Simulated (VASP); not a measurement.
Runs of VASP 6.6.1 on HoO3. The structure is that of space group P4/mmm (No. 123), or close to it. The cells are those of the table. The cell was built from a structure type or drawn by symmetry, and may not be a known phase.

```csv
task,cell,k mesh,gap on the mesh (eV),pressure (GPa),relaxed volume (Å³/atom)
single point,"a = 3.322, b = 3.322, c = 4.358 Å, 4 atoms",14 × 14 × 12,none,0.7,-
relaxation of cell and atoms,"relaxed from a = 3.745, b = 3.745, c = 4.018 Å, 4 atoms",4 × 4 × 4,none,0.3,12.28
single point,"a = 3.410, b = 3.410, c = 4.223 Å, 4 atoms",6 × 6 × 4,none,0.7,-
relaxation of cell and atoms,"relaxed from a = 3.410, b = 3.410, c = 4.223 Å, 4 atoms",6 × 6 × 4,none,0.2,12.13
single point,"a = 3.745, b = 3.745, c = 4.018 Å, 4 atoms",4 × 4 × 4,none,(a),-
```

Alike in all rows: level PBE; potentials or basis VASP PAW PBE potentials, release 64 (Ho_3, O), 4f in core; no spin polarisation; cutoff (eV) 600; smearing gaussian 0.1 eV.

Q: Estimate the missing entries.

A: (a) -2.2.

Caveats: some runs use coarse meshes; spin-orbit coupling is left out, which moves the levels of the heavy elements; the 4f electrons are frozen in the core, so they carry no moment and show no levels; an odd number of electrons without spin polarisation forces a metal; a magnetic or distorted state may lie lower; the run has no spin polarisation, though such a crystal can be magnetic.

A k mesh can miss the band edges, and the runs leave out spin-orbit coupling on Ho.

A gap of «none» marks levels without a gap at the run's occupations.
